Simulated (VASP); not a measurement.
## PbS: single point with PBEsol

Crystal: PbS.

```xyz
2
Lattice="0.0000 2.9650 2.9650 2.9650 0.0000 2.9650 2.9650 2.9650 0.0000" Properties=species:S:1:pos:R:3 pbc="T T T"
Pb    0.0000    0.0000    0.0000
S     2.9073    2.9073    2.9073
```

This cell differs from its parent crystal: all S atoms moved -0.100 Å, as atom 2 along Cartesian [1 1 1].

```json
{"Program": "VASP 6.6.1", "Task": "single point", "Functional": "PBEsol", "Potentials or basis": "VASP PAW PBE potentials, release 64 (Pb_d, S)", "Cutoff": "520 eV", "k mesh": "10 × 10 × 10", "Occupations": "gaussian, width 0.03 eV", "Spin": "no spin polarisation", "Dipole correction": "no", "Further INCAR settings": "ALGO = Normal; EDIFF = 1e-06; NBANDS = 17"}
```

```json
{"Pressure": "-0.7 GPa", "Largest force": "0.048 eV/Å", "Band gap on the k mesh": "0.32 eV, direct"}
```

Forces in eV/Å, atoms in the order of the input:
```
Pb  -0.028 -0.028 -0.028
S    0.028  0.028  0.028
```

Levels at points of the mesh, in eV from the valence-band top:
```csv
k point,band 7,band 8,band 9,band 10,band 11,band 12,band 13,band 14
"(0.00, 0.00, 0.00)",-6.02,-2.16,-2.16,-2.14,5.08,5.16,5.16,6.69
"(0.50, 0.00, 0.00)",-8.88,-1.79,-1.77,0.00,0.31,1.95,1.96,8.49
"(0.50, 0.50, 0.50)",-8.85,-1.77,-1.77,-0.13,0.43,1.93,1.93,8.48
"(0.50, 0.50, 0.00)",-7.24,-5.21,-3.46,-3.43,3.68,5.56,5.68,5.74
```

Wall time 54 s on 1 thread of Intel(R) Xeon(R) Platinum 8375C CPU @ 2.90GHz (Ice Lake), on a shared host, peak memory 0.24 GiB.

Caveat: the cell differs from its parent crystal (all S atoms moved -0.100 Å, as atom 2 along Cartesian [1 1 1]); the PAW data sets were made with another functional, which shifts forces and pressure a little; spin-orbit coupling is left out, which moves the levels of the heavy elements. A k mesh can miss the band edges.
